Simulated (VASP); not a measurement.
Here is a VASP 6.6.1 calculation.

File INCAR:

```
PREC = Accurate ; ENCUT = 520
EDIFF = 1E-6 ; ISMEAR = 0
SIGMA = 0.15 ; LREAL = False
LASPH = True ; NELM = 100
ALGO = Fast ; ISIF = 2
LWAVE = False ; LCHARG = False
NBANDS = 16
```

File KPOINTS:

```
Automatic mesh
0
Gamma
  18 18 18
```

File POSCAR:

```
GaSb
1.0
   -1.6034404977      2.5493009257      2.8531046711
    1.6034404977     -2.5493009257      2.8531046711
    1.6034404977      2.5493009257     -2.8531046711
Ga Sb
1 1
Direct
    0.0000000000      0.0000000000      0.0000000000
    0.5000000000      0.5000000000      0.0000000000
```

Potentials or basis: VASP PAW LDA potentials, release 64 (Ga_d, Sb).

Launch:

```console
$ cat potpaw_LDA.64/Ga_d/POTCAR potpaw_LDA.64/Sb/POTCAR > POTCAR
$ mpirun -np 1 vasp_std > vasp.out
```

(1) Estimate the band gap on the k mesh.

(2) Predict the pressure.

Answers

(1) zero (bands 9 and 10 overlap by 5.53 eV).

(2) -2.9 GPa.

Caveat: spin-orbit coupling is left out, which moves the levels of the heavy elements.
